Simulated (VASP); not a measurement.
Set up this calculation in VASP 6.6.1, as the native input.

- Task: single point
- Functional: PBEsol
- Potentials or basis: VASP PAW PBE potentials, release 64 (Ti_sv, Al)
- Cutoff: 520 eV
- k mesh: 18 × 18 × 18
- Occupations: gaussian, width 0.15 eV
- Spin: no spin polarisation
- Dipole correction: no
- Further INCAR settings: ALGO = Fast; EDIFF = 1e-06; NBANDS = 18

The structure of TiAl3 lies in POSCAR:

```
TiAl3
1.0
   -1.9077740733      1.9077740733      4.2769968076
    1.9077740733     -1.9077740733      4.2769968076
    1.9077740733      1.9077740733     -4.2769968076
Ti Al
1 3
Direct
    0.0000000000      0.0000000000      0.0000000000
    0.5146130574      0.5146130574      0.0000000000
    0.7500000000      0.2500000000      0.5000000000
    0.2500000000      0.7500000000      0.5000000000
```

This cell differs from its parent crystal: atom 2 (Al) moved +0.125 Å along Cartesian [0 0 1].

These files were run (other wordings do the same):

INCAR

```
SYSTEM = TiAl3
  PREC = Accurate
  ENCUT = 520
  EDIFF = 1E-6
  ISMEAR = 0
  SIGMA = 0.15
  LREAL = .FALSE.
  LASPH = .TRUE.
  NELM = 80
  ALGO = Fast
  ISIF = 2
  LWAVE = .FALSE.
  LCHARG = .FALSE.
  GGA = PS
  NBANDS = 18
```

KPOINTS

```
Automatic mesh
0
G
  18 18 18
  0 0 0
```

Potentials or basis: VASP PAW PBE potentials, release 64 (Ti_sv, Al).

Command:

```bash
$ cat potpaw_PBE.64/Ti_sv/POTCAR potpaw_PBE.64/Al/POTCAR > POTCAR
$ mpirun -np 1 vasp_std > vasp.out
```

It gave:

| Property | Result |
| --- | --- |
| Pressure | 0.3 GPa |
| Largest force | 0.537 eV/Å |
| Band gap on the k mesh | zero (an odd number of electrons rules out a gap without spin polarisation) |

Caveat: the cell differs from its parent crystal (atom 2 (Al) moved +0.125 Å along Cartesian [0 0 1]); the PAW data sets were made with another functional, which shifts forces and pressure a little.

Run time: 54 min on 1 thread of Intel Xeon 8259CL, with other jobs on the host, peak memory 0.64 GiB.
